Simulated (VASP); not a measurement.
The system is Zn.

```xyz
2
Lattice="2.6556 0.0000 0.0000 -1.3278 2.2998 0.0000 0.0000 0.0000 4.9625" Properties=species:S:1:pos:R:3 pbc="T T T"
Zn    0.0000    1.5332    1.2406
Zn    1.3278    0.7666    3.7218
```

Base run:

```yaml
Program: VASP 6.6.1
Functional: PBE
Potentials_or_basis: VASP PAW PBE potentials, release 64 (Zn)
Cutoff: 520 eV
k_mesh: 14 × 14 × 7
Occupations: gaussian, width 1 eV
Spin: no spin polarisation
```

Its results: band gap on the k mesh zero (band 12 reaches 4.59 eV, above the bottom of band 13 at 0.03 eV); pressure 1.4 GPa.

Problem. After a change of settings the same cell gave: band gap on the k mesh zero (band 12 reaches 4.59 eV, above the bottom of band 13 at 0.02 eV); pressure 0.8 GPa. Which change was it?
A. occupations from gaussian, width 1 eV to fermi-dirac, width 0.6 eV
B. occupations from gaussian, width 1 eV to gaussian, width 0.6 eV
C. k mesh from 14 × 14 × 7 to 2 × 2 × 1; occupations from gaussian, width 1 eV to fermi-dirac, width 0.1 eV

Solution. B.
